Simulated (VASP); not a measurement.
# C (Cmmm) in VASP: a series of runs

The runs below take C through relaxation of cell and atoms, single point, with PBE.

All numbers are computed with VASP 6.6.1; they aren't measurements. Logs are shortened: lines on timing, memory, paths and dates and some standing lists are left out, and cuts for length are marked.

## 1. The cell of the first run

The structure is orthorhombic, space group Cmmm (No. 65). Conventional cell: a = 2.466 Å, b = 4.272 Å, c = 12.266 Å, α = 90.00°, β = 90.00°, γ = 90.00°. Within 1.9 Å of C (site symmetry m) lie 3 C at 1.42 Å. Within 1.9 Å of C (site symmetry m2m) lie 3 C at 1.42 Å.

## 2. Relaxation of cell and atoms, PBE

The input, INCAR:

```
SYSTEM = C
ALGO = Normal
EDIFF = 1E-7
EDIFFG = -0.04
ENCUT = 600
GGA = PE
GGA_COMPAT = .FALSE.
IBRION = 2
ISIF = 3
ISMEAR = 0
LASPH = .TRUE.
LCHARG = .FALSE.
LREAL = .FALSE.
LWAVE = .FALSE.
NELM = 120
NELMIN = 4
NSW = 90
PREC = Accurate
SIGMA = 0.1
```

The input, KPOINTS:

```
k-points
0
G
  12 12 2
  0 0 0
```

The input, POSCAR:

```
C
1.0
    1.2332461097     -2.1360570061      0.0000000000
    1.2332461097      2.1360570061      0.0000000000
    0.0000000000      0.0000000000     12.2664096066
C
6
Direct
    0.1666743790      0.8333256210      0.6711359690
    0.8333256210      0.1666743790      0.6711359690
    0.8333256210      0.1666743790      0.3288640310
    0.1666743790      0.8333256210      0.3288640310
    0.3333193128      0.6666806872      0.0000000000
    0.6666806872      0.3333193128      0.0000000000
```

Potentials or basis: VASP PAW PBE potentials, release 64 (C).

Started as:

```
cat potpaw_PBE.64/C/POTCAR > POTCAR
mpirun -np 1 vasp_std > vasp.out
```

OUTCAR:

```text
SYSTEM = C
   EDIFF = 1E-7
   EDIFFG = -0.04
   ENCUT = 600
   GGA = PE
   IBRION = 2
   ISIF = 3
   ISMEAR = 0
   LASPH = .TRUE.
   LREAL = .FALSE.
   NELM = 120
   NELMIN = 4
   NSW = 90
   PREC = Accurate

 ion  position               nearest neighbor table
   1  0.167  0.833  0.671-   2 1.42   2 1.42   2 1.42
   2  0.833  0.167  0.671-   1 1.42   1 1.42   1 1.42
   3  0.833  0.167  0.329-   4 1.42   4 1.42   4 1.42
   4  0.167  0.833  0.329-   3 1.42   3 1.42   3 1.42
   5  0.333  0.667  0.000-   6 1.42   6 1.42   6 1.42
   6  0.667  0.333  0.000-   5 1.42   5 1.42   5 1.42

  LATTYP: Found a hexagonal cell.
 ALAT       =     2.4665026861
 C/A-ratio  =     4.9731993709

  Lattice vectors:

 A1 = (   1.2332461097,  -2.1360570061,   0.0000000000)
 A2 = (   1.2332461097,   2.1360570061,   0.0000000000)
 A3 = (   0.0000000000,   0.0000000000,  12.2664096066)

Analysis of symmetry for initial positions (statically):
=====================================================================
 Subroutine PRICEL returns:
 Original cell was already a primitive cell.

 Routine SETGRP: Setting up the symmetry group for a
 hexagonal supercell.

 Subroutine GETGRP returns: Found  8 space group operations
 (whereof  8 operations were pure point group operations)
 out of a pool of 24 trial point group operations.

The static configuration has the point symmetry D_2h.

Analysis of symmetry for dynamics (positions and initial velocities):
=====================================================================
 Subroutine PRICEL returns:
 Original cell was already a primitive cell.

 Routine SETGRP: Setting up the symmetry group for a
 hexagonal supercell.

 Subroutine GETGRP returns: Found  8 space group operations
 (whereof  8 operations were pure point group operations)
 out of a pool of 24 trial point group operations.

The dynamic configuration has the point symmetry D_2h.

 Subroutine INISYM returns: Found  8 space group operations
 (whereof  8 operations are pure point group operations),
 and found     1 'primitive' translations

----------------------------------------------------------------------------------------

                                     Primitive cell

  volume of cell :      64.6264

  direct lattice vectors                    reciprocal lattice vectors
     1.233246110 -2.136057006  0.000000000     0.405434078 -0.234076150  0.000000000
     1.233246110  2.136057006  0.000000000     0.405434078  0.234076150  0.000000000
     0.000000000  0.000000000 12.266409607     0.000000000  0.000000000  0.081523448

  length of vectors
     2.466502686  2.466502686 12.266409607     0.468154286  0.468154286  0.081523448

  position of ions in fractional coordinates (direct lattice)
     0.166674379  0.833325621  0.671135969
     0.833325621  0.166674379  0.671135969
     0.833325621  0.166674379  0.328864031
     0.166674379  0.833325621  0.328864031
     0.333319313  0.666680687  0.000000000
     0.666680687  0.333319313  0.000000000

  ion indices of the primitive-cell ions
   primitive index   ion index
                 1           1
                 2           2
                 3           3
                 4           4
                 5           5
                 6           6

----------------------------------------------------------------------------------------

 KPOINTS: k-points

Automatic generation of k-mesh.
 Grid dimensions read from file:
 generate k-points for:   12   12    2

 Generating k-lattice:

  Cartesian coordinates                     Fractional coordinates (reciprocal lattice)
     0.033786173 -0.019506346  0.000000000     0.083333333  0.000000000  0.000000000
     0.033786173  0.019506346  0.000000000     0.000000000  0.083333333  0.000000000
     0.000000000  0.000000000  0.040761724     0.000000000  0.000000000  0.500000000

  Length of vectors
     0.039012857  0.039012857  0.040761724

  Shift w.r.t. Gamma in fractional coordinates (k-lattice)
     0.000000000  0.000000000  0.000000000

 Subroutine IBZKPT returns following result:
 ===========================================

 Found     86 irreducible k-points:

 Following reciprocal coordinates:
            Coordinates               Weight
  0.000000  0.000000  0.000000      1.000000
  0.083333 -0.000000  0.000000      4.000000
 -0.083333  0.083333  0.000000      2.000000
  0.166667 -0.000000  0.000000      4.000000
 -0.166667  0.166667  0.000000      2.000000
  0.250000  0.000000  0.000000      4.000000
[... 16 lines left out ...]
 -0.083333  0.416667  0.000000      4.000000
 -0.416667  0.333333  0.000000      4.000000
 [... further k-points ...]
   k-points           NKPTS =     86   k-points in BZ     NKDIM =     86   number of bands    NBANDS=     16
   number of dos      NEDOS =    301   number of ions     NIONS =      6
   total plane-waves  NPLWV =  39200
   dimension x,y,z NGX =    20 NGY =   20 NGZ =   98
   dimension x,y,z NGXF=    40 NGYF=   40 NGZF=  196
   ions per type =               6
   NGX,Y,Z   is equivalent  to a cutoff of  13.48, 13.48, 13.28 a.u.
   NGXF,Y,Z  is equivalent  to a cutoff of  26.96, 26.96, 26.56 a.u.
 SYSTEM =  C
   PREC   = accura    normal or accurate (medium, high low for compatibility)
   ISTART =      0    job   : 0-new  1-cont  2-samecut
   ICHARG =      2    charge: 1-file 2-atom 10-const
   ISPIN  =      1    spin polarized calculation?
   LNONCOLLINEAR =      F non collinear calculations
   LSORBIT =      F    spin-orbit coupling
   LASPH  =      T    aspherical Exc in radial PAW
   ENCUT  =  600.0 eV  44.10 Ry    6.64 a.u.   4.93  4.93 24.50*2*pi/ulx,y,z
   NELM   =    120;   NELMIN=  4; NELMDL= -5     # of ELM steps
   EDIFF  = 0.1E-06   stopping-criterion for ELM
   LREAL  =      F    real-space projection
   EDIFFG = -.4E-01   stopping-criterion for IOM
   NSW    =     90    number of steps for IOM
   IBRION =      2    ionic relax: 0-MD 1-quasi-New 2-CG
   NFREE  =      1    steps in history (QN), initial steepest desc. (CG)
   ISIF   =      3    stress and relaxation
   ISYM   =      2    0-nonsym 1-usesym 2-fastsym
   POTIM  = 0.5000    time-step for ionic-motion
   TEBEG  =    0.0;   TEEND  =   0.0 temperature during run
   PSTRESS=    0.0 pullay stress
   NELECT =      24.0000    total number of electrons
   NUPDOWN=      -1.0000    fix difference up-down
   EMIN   =  10.00;   EMAX   =-10.00  energy-range for DOS
   EFERMI =   0.00;   METHOD = LEGACY
   ISMEAR =     0;   SIGMA  =   0.10  broadening in eV -4-tet -1-fermi 0-gaus
   EFERMI_NEDOS =   21; number of points for ismear=-14 and -15
   IALGO  =     38    algorithm
   IMIX   =      4    mixing-type and parameters
     AMIX     =   0.40;   BMIX     =  1.00
     AMIX_MAG =   1.60;   BMIX_MAG =  1.00
  volume/ion in A,a.u.               =      10.77        72.69
  Fermi-wavevector in a.u.,A,eV,Ry     =   1.176726  2.223689 18.839760  1.384683
  Thomas-Fermi vector in A             =   2.313085
   LORBIT       =      0    0 simple, 1 ext, 2 COOP (PROOUT), +10 PAW based schemes
   GGA     = PE    functional components
   LHFCALC =     F    Hartree Fock is set to
   AEXX    =    0.0000 exact exchange contribution
   IVDW    =     0    specifies the selected vdW correction
   LEPSILON=     F    determine dielectric tensor
   LRPA    =     F    only Hartree local field effects (RPA)
 conjugate gradient relaxation of ions
 non-spin polarized calculation
 Gauss-broadening in eV      SIGMA  =   0.10
  energy-cutoff  :      600.00
  volume of cell :       64.63
 maximum number of plane-waves:      2193
   NGX =  9   NGY =  9   NGZ = 49

 number of electron      23.9999998 magnetization

 Free energy of the ion-electron system (eV)
  ---------------------------------------------------
  ext. energy  EPLUGINS =         0.00000000
  ---------------------------------------------------
  free energy    TOTEN  =       -55.35665801 eV

  energy without entropy =      -55.35444044  energy(sigma->0) =      -55.35554922

 E-fermi :   3.0906     XC(G=0):  -8.9858

 val. band max:        3.0669960781   @ k =   0.3333   0.3333   0.0000
 cond. band min:       3.1130205493   @ k =   0.3333   0.3333   0.5000
 fundamental gap:      0.0460244712
 Fermi energy:         3.0905725478

 k-point     1 :       0.0000    0.0000    0.0000
  band No.  band energies     occupation
      1     -16.4504      2.00000
      2     -16.4130      2.00000
      3     -16.4057      2.00000
      4      -4.7074      2.00000
      5      -4.6569      2.00000
      6      -4.1898      2.00000
[... 8 lines left out ...]
     15       8.7666      0.00000
     16      11.3926      0.00000

 k-point     2 :       0.0833   -0.0000    0.0000
  band No.  band energies     occupation
      1     -16.2861      2.00000
      2     -16.2491      2.00000
      3     -16.2418      2.00000
      4      -4.5101      2.00000
      5      -4.4600      2.00000
      6      -3.9970      2.00000
[... 8 lines left out ...]
     15       8.9648      0.00000
     16      11.4596      0.00000

 k-point     3 :      -0.0833    0.0833    0.0000
  band No.  band energies     occupation
      1     -16.2861      2.00000
      2     -16.2491      2.00000
      3     -16.2418      2.00000
      4      -4.5102      2.00000
      5      -4.4600      2.00000
      6      -3.9969      2.00000
[... 8 lines left out ...]
     15       8.9648      0.00000
     16      11.4636      0.00000

 k-point     4 :       0.1667   -0.0000    0.0000
  band No.  band energies     occupation
      1     -15.7949      2.00000
      2     -15.7593      2.00000
      3     -15.7523      2.00000
      4      -3.9236      2.00000
      5      -3.8748      2.00000
      6      -3.4241      2.00000
[... 8 lines left out ...]
     15       9.5524      0.00000
     16      11.4125      0.00000
[... 324 lines left out ...]
 k-point    22 :       0.3333    0.0833    0.0000
  band No.  band energies     occupation
      1     -13.0778      2.00000
      2     -13.0495      2.00000
      3     -13.0440      2.00000
      4      -7.5525      2.00000
      5      -7.5366      2.00000
      6      -7.5330      2.00000
[... 8 lines left out ...]
     15       6.9705      0.00000
     16      10.7136      0.00000

 k-point    23 :      -0.0833    0.4167    0.0000
  band No.  band energies     occupation
      1     -13.0778      2.00000
      2     -13.0495      2.00000
      3     -13.0440      2.00000
      4      -7.5520      2.00000
      5      -7.5365      2.00000
      6      -7.5333      2.00000
[... 8 lines left out ...]
     15       6.9524      0.00000
     16      10.7109      0.00000

 k-point    24 :      -0.4167    0.3333    0.0000
  band No.  band energies     occupation
      1     -13.0781      2.00000
      2     -13.0495      2.00000
      3     -13.0437      2.00000
      4      -7.5514      2.00000
      5      -7.5361      2.00000
      6      -7.5327      2.00000
[... 8 lines left out ...]
     15       6.9979      0.00000
     16      10.7140      0.00000

 [... further k-points ...]
[... 5 lines left out ...]
  --------------------------------------------------------------------------------------
  -------------------------------------------------------------------------------------
  Total        0.0853839      0.0620632     -0.0433958      0.0000000      0.0000000      0.0000000
  in kB        2.1167845      1.5386318     -1.0758418      0.0000000      0.0000000      0.0000000
  external PRESSURE =       0.8598582 kB  Pullay stress =       0.0000000 kB

 VOLUME and BASIS-vectors are now :
 -----------------------------------------------------------------------------
  energy-cutoff  :      600.00
  volume of cell :       64.63
      direct lattice vectors                 reciprocal lattice vectors
     1.233246110 -2.136057006  0.000000000     0.405434078 -0.234076150  0.000000000
     1.233246110  2.136057006  0.000000000     0.405434078  0.234076150  0.000000000
     0.000000000  0.000000000 12.266409607     0.000000000  0.000000000  0.081523448

 POSITION                                       TOTAL-FORCE (eV/Angst)
 -----------------------------------------------------------------------------------
      1.23325      1.42401      8.23243         0.000000      0.003064     -0.001145
      1.23325     -1.42401      8.23243         0.000000     -0.003064     -0.001145
      1.23325     -1.42401      4.03398         0.000000     -0.003064      0.001145
      1.23325      1.42401      4.03398         0.000000      0.003064      0.001145
      1.23325      0.71208      0.00000         0.000000     -0.006342      0.000000
      1.23325     -0.71208      0.00000         0.000000      0.006342      0.000000
 -----------------------------------------------------------------------------------
    total drift:                                0.000000      0.000000     -0.000000

  FREE ENERGIE OF THE ION-ELECTRON SYSTEM (eV)
  ---------------------------------------------------
  free  energy   TOTEN  =       -55.3566580137 eV

  energy  without entropy=      -55.3544404362  energy(sigma->0) =      -55.35554922

 reached required accuracy - stopping structural energy minimisation
```

Wall time 84 s (1 thread of Intel Xeon Platinum 8259CL at 2.50GHz (Skylake/Cascade Lake), shared host); peak memory 0.22 GiB.

Results:

```yaml
Free_energy: -55.3567 eV
Pressure_after_relaxing: 0.1 GPa
Largest_force_after_relaxing: 0.006 eV/Å
Band_gap_on_the_k_mesh: zero (band 12 reaches 3.11 eV, above the bottom of band 13 at 3.07 eV)
```

Forces in eV/Å, atoms in the order of the input:
```
C    0.000  0.003 -0.001
C    0.000 -0.003 -0.001
C    0.000 -0.003  0.001
C    0.000  0.003  0.001
C    0.000 -0.006  0.000
C    0.000  0.006  0.000
```

Final structure:
```cif
data_structure
_symmetry_space_group_name_H-M 'P 1'
_symmetry_Int_Tables_number 1
_cell_length_a 2.4665
_cell_length_b 2.4665
_cell_length_c 12.2664
_cell_angle_alpha 90.000
_cell_angle_beta 90.000
_cell_angle_gamma 120.000
_cell_volume 64.63
loop_
_atom_site_label
_atom_site_type_symbol
_atom_site_fract_x
_atom_site_fract_y
_atom_site_fract_z
_atom_site_occupancy
C1 C 0.16667 0.83333 0.67114 1
C2 C 0.83333 0.16667 0.67114 1
C3 C 0.83333 0.16667 0.32886 1
C4 C 0.16667 0.83333 0.32886 1
C5 C 0.33332 0.66668 0.00000 1
C6 C 0.66668 0.33332 0.00000 1
```

Caveat: the relaxation stopped at its first step, so nothing moved; this functional lacks dispersion, which binds the layers, so the pressure and a relaxed spacing across them are unreliable.

## 3. Single point, PBE

This run uses another cell than the first one, of 11.36 Å³/atom, 1.055 times its volume.

The input, INCAR:

```
ALGO = Normal
EDIFF = 1E-6
ENCUT = 600
GGA = PE
GGA_COMPAT = False
ISIF = 2
ISMEAR = 0
LASPH = True
LCHARG = False
LREAL = False
LWAVE = False
NBANDS = 21
NELM = 120
PREC = Accurate
SIGMA = 0.1
```

The input, KPOINTS:

```
k-points
0
Gamma
  18 18 4
```

The input, POSCAR:

```
C
1.0
    1.2332812330     -2.1360481407      0.0000000000
    1.2332812330      2.1360481407      0.0000000000
    0.0000000000      0.0000000000     12.9376217586
C
6
Direct
    0.1666666662      0.8333333338      0.6699227413
    0.8333333338      0.1666666662      0.6699227413
    0.8333333338      0.1666666662      0.3300772587
    0.1666666662      0.8333333338      0.3300772587
    0.3333342850      0.6666657150      0.0000000000
    0.6666657150      0.3333342850      0.0000000000
```

Potentials or basis: VASP PAW PBE potentials, release 64 (C).

Started as:

```
cat potpaw_PBE.64/C/POTCAR > POTCAR
mpirun -np 1 vasp_std > vasp.out
```

OUTCAR:

```text
EDIFF = 1E-6
   ENCUT = 600
   GGA = PE
   ISIF = 2
   ISMEAR = 0
   LASPH = True
   LREAL = False
   NELM = 120
   PREC = Accurate

 ion  position               nearest neighbor table
   1  0.167  0.833  0.670-   2 1.42   2 1.42   2 1.42
   2  0.833  0.167  0.670-   1 1.42   1 1.42   1 1.42
   3  0.833  0.167  0.330-   4 1.42   4 1.42   4 1.42
   4  0.167  0.833  0.330-   3 1.42   3 1.42   3 1.42
   5  0.333  0.667  0.000-   6 1.42   6 1.42   6 1.42
[... 784 lines left out ...]
  --------------------------------------------------------------------------------------
  -------------------------------------------------------------------------------------
  Total        0.0555952      0.0573330     -0.0910797     -0.0000000      0.0000000      0.0000000
  in kB        1.3067444      1.3475898     -2.1407927     -0.0000000      0.0000000      0.0000000
  external PRESSURE =       0.1711805 kB  Pullay stress =       0.0000000 kB

 VOLUME and BASIS-vectors are now :
 -----------------------------------------------------------------------------
  energy-cutoff  :      600.00
  volume of cell :       68.16
      direct lattice vectors                 reciprocal lattice vectors
     1.233281233 -2.136048141  0.000000000     0.405422532 -0.234077121  0.000000000
     1.233281233  2.136048141  0.000000000     0.405422532  0.234077121  0.000000000
     0.000000000  0.000000000 12.937621759     0.000000000  0.000000000  0.077293959

 POSITION                                       TOTAL-FORCE (eV/Angst)
 -----------------------------------------------------------------------------------
      1.23328      1.42403      8.66721         0.000000     -0.000441     -0.000074
      1.23328     -1.42403      8.66721         0.000000      0.000441     -0.000074
      1.23328     -1.42403      4.27041         0.000000      0.000441      0.000074
      1.23328      1.42403      4.27041         0.000000     -0.000441      0.000074
      1.23328      0.71201      0.00000         0.000000      0.000805      0.000000
      1.23328     -0.71201      0.00000         0.000000     -0.000805      0.000000
 -----------------------------------------------------------------------------------
    total drift:                               -0.000000     -0.000000     -0.000000

  FREE ENERGIE OF THE ION-ELECTRON SYSTEM (eV)
  ---------------------------------------------------
  free  energy   TOTEN  =       -55.3705470691 eV

  energy  without entropy=      -55.3691448532  energy(sigma->0) =      -55.36984596
```

stdout:

```text
POSCAR found type information on POSCAR C
 POSCAR found :  1 types and       6 ions
 scaLAPACK will be used
 LDA part: xc-table for (Slater+PW92), standard interpolation
 POSCAR, INCAR and KPOINTS ok, starting setup
 FFT: planning ... GRIDC
 FFT: planning ... GRID_SOFT
 FFT: planning ... GRID
 WAVECAR not read
 entering main loop
```

It took 5 min on 1 thread of Intel Xeon Platinum 8259CL at 2.50GHz (Skylake/Cascade Lake), shared host; peak memory 0.43 GiB.

Results:

```
Free energy            : -55.3705 eV
Pressure               : 0.0 GPa
Band gap on the k mesh : zero (band 12 reaches 2.73 eV, above the bottom of band 13 at 2.70 eV)
```

Stress tensor (GPa, compression positive):
```
 0.13  0.00  0.00
 0.00  0.13  0.00
 0.00  0.00 -0.21
```

Caveat: this functional lacks dispersion, which binds the layers, so the pressure and a relaxed spacing across them are unreliable.

[end of part 1 of 2]
